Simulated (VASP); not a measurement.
# I (I4/mmm) in VASP: single point with LDA

Aim: the single point of I with LDA.

All numbers are computed with VASP 6.6.1; they aren't measurements. Logs are shortened: lines on timing, memory, paths and dates and some standing lists are left out, and cuts for length are marked.

**1. The cell of the first run**

It takes space group I4/mmm (No. 139, tetragonal). The conventional cell has a = 3.235 Å, b = 3.235 Å, c = 8.530 Å, α = 90.00°, β = 90.00°, γ = 90.00°. I (site symmetry 4/mmm) has 4 I at 3.23 Å within 4.3 Å.

**2. Single point, LDA**

The input, POSCAR:

```
I
1.0
   -1.6174560000      1.6174560000      4.2648080000
    1.6174560000     -1.6174560000      4.2648080000
    1.6174560000      1.6174560000     -4.2648080000
I
1
Direct
    0.0000000000      0.0000000000      0.0000000000
```

The input, INCAR.step1:

```
PREC     = Accurate       # precision mode
ENCUT    = 400            # plane-wave cutoff, eV
EDIFF    = 1E-6           # SCF threshold, eV
ISMEAR   = 0              # smearing method
SIGMA    = 0.15           # smearing width, eV
LREAL    = F              # projectors in reciprocal space
LASPH    = T              # aspherical terms in the spheres
NELM     = 120            # most SCF steps
ALGO     = Normal         # electronic algorithm
ISIF     = 2              # what is computed and relaxed
LWAVE    = F              # write WAVECAR
LCHARG   = T              # write CHGCAR
NBANDS   = 10             # bands
GGA_COMPAT= F            
NEDOS    = 2001           # points of the DOS
LORBIT   = 11             # projections on sites
```

The input, KPOINTS.step1:

```
Automatic mesh
0
Gamma
  11 11 11
```

The input, INCAR.step2:

```
PREC     = Accurate       # precision mode
ENCUT    = 400            # plane-wave cutoff, eV
EDIFF    = 1E-6           # SCF threshold, eV
ISMEAR   = -5             # smearing method
SIGMA    = 0.15           # smearing width, eV
LREAL    = F              # projectors in reciprocal space
LASPH    = T              # aspherical terms in the spheres
NELM     = 120            # most SCF steps
ALGO     = Normal         # electronic algorithm
ISIF     = 2              # what is computed and relaxed
LWAVE    = F              # write WAVECAR
LCHARG   = F              # write CHGCAR
LORBIT   = 10             # projections on sites
NBANDS   = 10             # bands
NEDOS    = 2001           # points of the DOS
ICHARG   = 11             # starting density
GGA_COMPAT= F
```

The input, KPOINTS.step2:

```
Automatic mesh
0
Gamma
  17 17 17
```

Potentials or basis: VASP PAW LDA potentials, release 64 (I).

On the command line:

```sh
> cat potpaw_LDA.64/I/POTCAR > POTCAR
> cp INCAR.step1 INCAR
> cp KPOINTS.step1 KPOINTS
> mpirun -np 1 vasp_std > vasp.out
> cp INCAR.step2 INCAR
> cp KPOINTS.step2 KPOINTS
> mpirun -np 1 vasp_std > vasp.out
```

OUTCAR:

```text
PREC = Accurate
   ENCUT = 400
   EDIFF = 1E-6
   ISMEAR = -5
   LREAL = F
   LASPH = T
   NELM = 120
   ISIF = 2
   LORBIT = 10
   ICHARG = 11

 ion  position               nearest neighbor table
   1  0.000  0.000  0.000-

  LATTYP: Found a body centered tetragonal cell.
 ALAT       =     3.2349120000
 C/A-ratio  =     2.6367381864

  Lattice vectors:

 A1 = (  -1.6174560000,   1.6174560000,   4.2648080000)
 A2 = (   1.6174560000,  -1.6174560000,   4.2648080000)
 A3 = (   1.6174560000,   1.6174560000,  -4.2648080000)

Analysis of symmetry for initial positions (statically):
=====================================================================
 Subroutine PRICEL returns:
 Original cell was already a primitive cell.

 Routine SETGRP: Setting up the symmetry group for a
 body centered tetragonal supercell.

 Subroutine GETGRP returns: Found 16 space group operations
 (whereof 16 operations were pure point group operations)
 out of a pool of 16 trial point group operations.

The static configuration has the point symmetry D_4h.

Analysis of symmetry for dynamics (positions and initial velocities):
=====================================================================
 Subroutine PRICEL returns:
 Original cell was already a primitive cell.

 Routine SETGRP: Setting up the symmetry group for a
 body centered tetragonal supercell.

 Subroutine GETGRP returns: Found 16 space group operations
 (whereof 16 operations were pure point group operations)
 out of a pool of 16 trial point group operations.

The dynamic configuration has the point symmetry D_4h.

 Subroutine INISYM returns: Found 16 space group operations
 (whereof 16 operations are pure point group operations),
 and found     1 'primitive' translations

----------------------------------------------------------------------------------------

                                     Primitive cell

  volume of cell :      44.6297

  direct lattice vectors                    reciprocal lattice vectors
    -1.617456000  1.617456000  4.264808000     0.000000000  0.309127420  0.117238572
     1.617456000 -1.617456000  4.264808000     0.309127420  0.000000000  0.117238572
     1.617456000  1.617456000 -4.264808000     0.309127420  0.309127420  0.000000000

  length of vectors
     4.839515999  4.839515999  4.839515999     0.330612529  0.330612529  0.437172190

  position of ions in fractional coordinates (direct lattice)
     0.000000000  0.000000000  0.000000000

  ion indices of the primitive-cell ions
   primitive index   ion index
[... 78 lines left out ...]
   NSW    =      0    number of steps for IOM
   IBRION =     -1    ionic relax: 0-MD 1-quasi-New 2-CG
   NFREE  =      0    steps in history (QN), initial steepest desc. (CG)
   ISIF   =      2    stress and relaxation
   ISYM   =      2    0-nonsym 1-usesym 2-fastsym
   POTIM  = 0.5000    time-step for ionic-motion
   TEBEG  =    0.0;   TEEND  =   0.0 temperature during run
   PSTRESS=    0.0 pullay stress
   NELECT =       7.0000    total number of electrons
   NUPDOWN=      -1.0000    fix difference up-down
   EMIN   =  10.00;   EMAX   =-10.00  energy-range for DOS
   EFERMI =   0.00;   METHOD = LEGACY
   ISMEAR =    -5;   SIGMA  =   0.15  broadening in eV -4-tet -1-fermi 0-gaus
   EFERMI_NEDOS =   21; number of points for ismear=-14 and -15
   IALGO  =     38    algorithm
   IMIX   =      4    mixing-type and parameters
     AMIX     =   0.40;   BMIX     =  1.00
     AMIX_MAG =   1.60;   BMIX_MAG =  1.00
  volume/ion in A,a.u.               =      44.63       301.18
  Fermi-wavevector in a.u.,A,eV,Ry     =   0.882875  1.668392 10.605317  0.779469
  Thomas-Fermi vector in A             =   2.003566
   LORBIT       =     10    0 simple, 1 ext, 2 COOP (PROOUT), +10 PAW based schemes
   GGA     = CA    functional components
   LHFCALC =     F    Hartree Fock is set to
   AEXX    =    0.0000 exact exchange contribution
   IVDW    =     0    specifies the selected vdW correction
   LEPSILON=     F    determine dielectric tensor
   LRPA    =     F    only Hartree local field effects (RPA)
 non-spin polarized calculation
 Fermi weights with tetrahedron method with Bloechl corrections
  energy-cutoff  :      400.00
  volume of cell :       44.63
 maximum number of plane-waves:       850

 number of electron       7.0000000 magnetization

 Free energy of the ion-electron system (eV)
  ---------------------------------------------------
  ext. energy  EPLUGINS =         0.00000000
  ---------------------------------------------------
  free energy    TOTEN  =        -1.90040808 eV

  energy without entropy =       -1.90040808  energy(sigma->0) =       -1.90040808

 E-fermi :   2.4082     XC(G=0):  -8.1400

 val. band max:        2.3423265822   @ k =  -0.1765   0.1176  -0.0000
 cond. band min:       2.4263910161   @ k =  -0.4118   0.4706   0.2941
 fundamental gap:      0.0840644339
 Fermi energy:         2.4081871224

 k-point     1 :       0.0000    0.0000    0.0000
  band No.  band energies     occupation
      1     -11.3081      2.00000
      2       0.1954      2.00000
      3       3.2766      0.00000
      4       3.2766      0.00000
      5       6.3750      0.00000
      6       9.8379      0.00000
      7      10.3505      0.00000
      8      14.7449      0.00000
      9      14.9387      0.00000
     10      14.9387      0.00000
[... 287 lines left out ...]
 k-point    24 :      -0.1176    0.0588    0.0000
  band No.  band energies     occupation
      1     -11.1390      2.00000
      2       0.3200      2.00000
      3       2.1175      1.84116
      4       3.0372     -0.08252
      5       6.7127      0.00000
      6      10.6041      0.00000
      7      11.6539      0.00000
      8      12.2956      0.00000
      9      13.8361      0.00000
     10      16.8356      0.00000

 [... further k-points ...]
[... 5 lines left out ...]
  --------------------------------------------------------------------------------------
  -------------------------------------------------------------------------------------
  Total       -0.8290648     -0.8290648     -0.3373651      0.0000000      0.0000000      0.0000000
  in kB      -29.7628591    -29.7628591    -12.1111772      0.0000000      0.0000000      0.0000000
  external PRESSURE =     -23.8789652 kB  Pullay stress =       0.0000000 kB

 VOLUME and BASIS-vectors are now :
 -----------------------------------------------------------------------------
  energy-cutoff  :      400.00
  volume of cell :       44.63
      direct lattice vectors                 reciprocal lattice vectors
    -1.617456000  1.617456000  4.264808000     0.000000000  0.309127420  0.117238572
     1.617456000 -1.617456000  4.264808000     0.309127420  0.000000000  0.117238572
     1.617456000  1.617456000 -4.264808000     0.309127420  0.309127420  0.000000000

 POSITION                                       TOTAL-FORCE (eV/Angst)
 -----------------------------------------------------------------------------------
      0.00000      0.00000      0.00000         0.000000      0.000000      0.000000
 -----------------------------------------------------------------------------------
    total drift:                                0.000000      0.000000     -0.000000

  FREE ENERGIE OF THE ION-ELECTRON SYSTEM (eV)
  ---------------------------------------------------
  free  energy   TOTEN  =        -1.9004080821 eV

  energy  without entropy=       -1.9004080821  energy(sigma->0) =       -1.90040808

 total charge

# of ion       s       p       d       tot
------------------------------------------
    1        1.554   2.596   0.026   4.176
```

Run time: 68 s. Hardware: 1 thread of AMD EPYC 9R45 (Zen 5), shared host; peak memory 0.21 GiB.

What came out:

```yaml
Valence_electrons_inside_the_program's_atomic_spheres: I 4.18
```

Caveat: spin-orbit coupling is left out, which moves the levels of the heavy elements; an odd number of electrons without spin polarisation forces a metal; a magnetic or distorted state may lie lower.
